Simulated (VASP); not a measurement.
Wanted: the native input for a VASP 6.6.1 run.

| Item | Value |
| --- | --- |
| Task | single point |
| Functional | PBE |
| Dispersion | D3(BJ) |
| Potentials or basis | VASP PAW PBE potentials, release 64 (Tl_d, Cu) |
| Cutoff | 520 eV |
| k mesh | 6 × 6 × 6 |
| Occupations | fermi-dirac, width 0.05 eV |
| Spin | no spin polarisation |
| Dipole correction | no |
| Further INCAR settings | ALGO = Fast; EDIFF = 1e-06; NBANDS = 33 |

The structure of Tl3Cu lies in POSCAR:

```
Tl3Cu
1.0
    4.6299386434      0.0000000000      0.0000000000
    0.0000000000      4.6299386434      0.0000000000
    0.0000000000      0.0000000000      4.6299386434
Tl Cu
3 1
Direct
    0.5000000000      0.5000000000      0.0000000000
    0.5000000000      0.0000000000      0.5000000000
    0.0000000000      0.5000000000      0.5000000000
    0.0000000000      0.0000000000      0.0000000000
```

One way to write it, as run:

INCAR

```
SYSTEM = Tl3Cu
ALGO     = Fast           ! electronic algorithm
EDIFF    = 1E-6           ! SCF threshold, eV
ENCUT    = 520            ! plane-wave cutoff, eV
GGA      = PE             ! functional
ISIF     = 2              ! what is computed and relaxed
ISMEAR   = -1             ! smearing method
IVDW     = 12             ! dispersion correction
LASPH    = .TRUE.         ! aspherical terms in the spheres
LCHARG   = .FALSE.        ! write CHGCAR
LREAL    = .FALSE.        ! projectors in reciprocal space
LWAVE    = .FALSE.        ! write WAVECAR
NBANDS   = 33             ! bands
NELM     = 100            ! most SCF steps
PREC     = Accurate       ! precision mode
SIGMA    = 0.05           ! smearing width, eV
```

KPOINTS

```
k-points
0
G
  6 6 6
  0 0 0
```

Potentials or basis: VASP PAW PBE potentials, release 64 (Tl_d, Cu).

Run with:

```sh
$ cat potpaw_PBE.64/Tl_d/POTCAR potpaw_PBE.64/Cu/POTCAR > POTCAR
$ mpirun -np 1 vasp_std > vasp.out
```

Results of the run:

```json
{
 "Pressure": "-0.4 GPa",
 "Band gap on the k mesh": "zero (band 25 reaches 8.09 eV, above the bottom of band 26 at 4.69 eV)",
 "Dispersion energy per atom": "-0.364 eV"
}
```

Caveat: three body term missing; spin-orbit coupling is left out, which moves the levels of the heavy elements; pairwise dispersion overbinds metals, which lowers pressure and volume.

Run time: 33 s on 1 thread of Intel(R) Xeon(R) Platinum 8559C (Emerald Rapids), with other jobs on the host, peak memory 0.23 GiB.
